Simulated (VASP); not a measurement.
Here is a VASP 6.6.1 calculation.

The input INCAR:

```
PREC = Accurate
ENCUT = 600
EDIFF = 1E-6
ISMEAR = 0
SIGMA = 0.2
LREAL = F
LASPH = T
NELM = 200
ALGO = Normal
ISIF = 2
LWAVE = F
LCHARG = T
GGA = PE
LELF = T
LVHAR = T
NBANDS = 36
GGA_COMPAT = F
LMAXMIX = 6
```

The input KPOINTS:

```
regular mesh
0
Gamma
  6 6 4
```

Contents of POSCAR:

```
ErC4
1.0
   -1.9144709074      3.3159608813      0.0000000000
    0.0000000000      0.0000000000      4.4874936680
    5.7434127223      3.3159608813      0.0000000000
Er C
2 8
Direct
    0.5000000000      0.0000000000      0.5000000000
    0.0000000000      0.0000000000      1.0000000000
    0.7500000000      0.5000000000      0.2500000000
    0.2500000000      0.5000000000      0.7500000000
    0.5000000000      0.5000000000      0.0000000000
    0.0000000000      0.5000000000      0.5000000000
    0.2500000000      0.5000000000      0.2500000000
    0.7500000000      0.5000000000      0.7500000000
    0.5000000000      0.5000000000      0.5000000000
    0.0000000000      0.5000000000      0.0000000000
```

Potentials or basis: VASP PAW PBE potentials, release 64 (Er_3, C), 4f in core.

The run is started by

```bash
$ cat potpaw_PBE.64/Er_3/POTCAR potpaw_PBE.64/C/POTCAR > POTCAR
$ mpirun -np 1 vasp_std > vasp.out
```

**Question.** What does it give for the band gap on the k mesh?

**Answer.** Zero (bands 25 and 26 overlap by 2.36 eV).

**Question.** Estimate the pressure.

**Answer.** 0.4 GPa.

Stress tensor (GPa, compression positive):
```
-1.69 -2.75  0.00
-2.75  1.49  0.00
 0.00  0.00  1.31
```

Caveat: spin-orbit coupling is left out, which moves the levels of the heavy elements; the 4f electrons are frozen in the core, so they carry no moment and show no levels. Spin polarisation is off, so any magnetic state and its effect on volume and gap are missing.
